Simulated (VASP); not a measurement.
Write the native input for VASP 6.6.1 that does the following.

```
Task                   : single point
Functional             : LDA
Potentials or basis    : VASP PAW LDA potentials, release 64 (Cd, Se)
Cutoff                 : 520 eV
k mesh                 : 8 × 8 × 8
Occupations            : fermi-dirac, width 0.05 eV
Spin                   : no spin polarisation
Dipole correction      : no
Further INCAR settings : ALGO = Normal; EDIFF = 1e-07; NBANDS = 16
```

The structure of CdSe lies in POSCAR:

```
CdSe
1.0
    0.0000000000      2.8929913891      2.8929913891
    2.8929913891      0.0000000000      2.8929913891
    2.8929913891      2.8929913891      0.0000000000
Cd Se
1 1
Direct
    0.0000000000      0.0000000000      0.0000000000
    0.5000000000      0.5000000000      0.5000000000
```

The input as run:

INCAR

```
ALGO = Normal
EDIFF = 1E-7
ENCUT = 520
GGA = CA
ISIF = 2
ISMEAR = -1
LASPH = True
LCHARG = False
LREAL = False
LWAVE = False
NBANDS = 16
NELM = 100
PREC = Accurate
SIGMA = 0.05
```

KPOINTS

```
k-points
0
Gamma
  8 8 8
```

Potentials or basis: VASP PAW LDA potentials, release 64 (Cd, Se).

The run is started by

```sh
$ cat potpaw_LDA.64/Cd/POTCAR potpaw_LDA.64/Se/POTCAR > POTCAR
$ mpirun -np 1 vasp_std > vasp.out
```

It gave:

```json
{
 "Pressure": "-6.5 GPa",
 "Band gap on the k mesh": "zero (band 9 reaches 1.98 eV, above the bottom of band 10 at 1.35 eV)"
}
```

It took 17 s on 1 thread of Intel(R) Xeon(R) Platinum 8259CL CPU @ 2.50GHz (Skylake/Cascade Lake), on a shared host, peak memory 0.15 GiB.
